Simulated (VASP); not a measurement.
Set up this calculation in VASP 6.6.1, as the native input.

| Property | Result |
| --- | --- |
| Task | single point |
| Functional | PBE |
| Potentials or basis | VASP PAW PBE potentials, release 64 (Hf_pv, N) |
| Cutoff | 520 eV |
| k mesh | 10 × 10 × 8 |
| Occupations | gaussian, width 0.05 eV |
| Spin | no spin polarisation |
| Dipole correction | no |
| Further INCAR settings | ALGO = Normal; EDIFF = 1e-06; NBANDS = 23 |

The structure of HfN lies in POSCAR:

```
HfN
1.0
    3.8678384575      0.0000000000      0.0000000000
    0.0000000000      3.8678384575      0.0000000000
    0.0000000000      0.0000000000      4.8865894574
Hf N
2 2
Direct
    0.5000000000      0.0000000000      0.1740878165
    0.0000000000      0.5000000000      0.8259121835
    0.0000000000      0.0000000000      0.0000000000
    0.5000000000      0.5000000000      0.0000000000
```

This cell differs from its parent crystal: volume scaled by 1.020.

These files were run (other wordings do the same):

INCAR

```
ALGO = Normal
EDIFF = 1E-6
ENCUT = 520
GGA = PE
ISIF = 2
ISMEAR = 0
LASPH = True
LCHARG = True
LELF = True
LREAL = False
LVHAR = True
LWAVE = False
NBANDS = 23
NELM = 60
PREC = Accurate
SIGMA = 0.05
```

KPOINTS

```
k-points
0
Gamma
  10 10 8
```

Potentials or basis: VASP PAW PBE potentials, release 64 (Hf_pv, N).

Launch:

```sh
$ cat potpaw_PBE.64/Hf_pv/POTCAR potpaw_PBE.64/N/POTCAR > POTCAR
$ mpirun -np 1 vasp_std > vasp.out
```

It gave:

- Pressure: -2.5 GPa
- Largest force: 0.178 eV/Å
- Band gap on the k mesh: zero (band 15 reaches 4.90 eV, above the bottom of band 16 at 2.70 eV)

Caveat: spin-orbit coupling is left out, which moves the levels of the heavy elements.

It took 2.2 min on 1 thread of Intel(R) Xeon(R) Platinum 8259CL CPU @ 2.50GHz (Skylake/Cascade Lake) (shared host), peak memory 0.28 GiB.
